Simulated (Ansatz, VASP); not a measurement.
CuSn4 in VASP and in Ansatz

```
Cu Sn
1.0
    -3.20348    3.20348    3.20348
     3.20348   -3.20348    3.20348
     3.20348    3.20348   -3.20348
Cu Sn
1 4
Direct
  0.00000 0.00000 0.00000
  0.00000 0.00000 0.50000
  0.50000 0.00000 0.00000
  0.00000 0.50000 0.00000
  0.50000 0.50000 0.50000
```

Change from the starting cell: species swapped into the H4C type (I-43m, No. 217).

Alike in both runs: functional PBE; k mesh 8 × 8 × 8; occupations gaussian, width 0.1 eV; no spin polarisation.

Ansatz relaxed the structure, and its values are those at the end. VASP's run is a single point on that final structure, the one shown.

```csv
,VASP,Ansatz
version,VASP 6.6.1,Ansatz 0.2.0
potentials or method,"VASP PAW PBE potentials, release 64 (Cu, Sn_d), cutoff 520 eV","scalar-relativistic, plane waves, PAW"
valence electrons in the cell,67,75
```

```tsv
	VASP	Ansatz	Ansatz less VASP
gap on the k mesh at the Fermi level (eV)	none	none	-
pressure (GPa)	0.0	0.0	+0.04
```

A gap of «none» marks a metal or a gap that the smearing closes. VASP's potentials hold 67 valence electrons a cell and Ansatz's 75, so a difference there can come from the potentials and not from the codes.
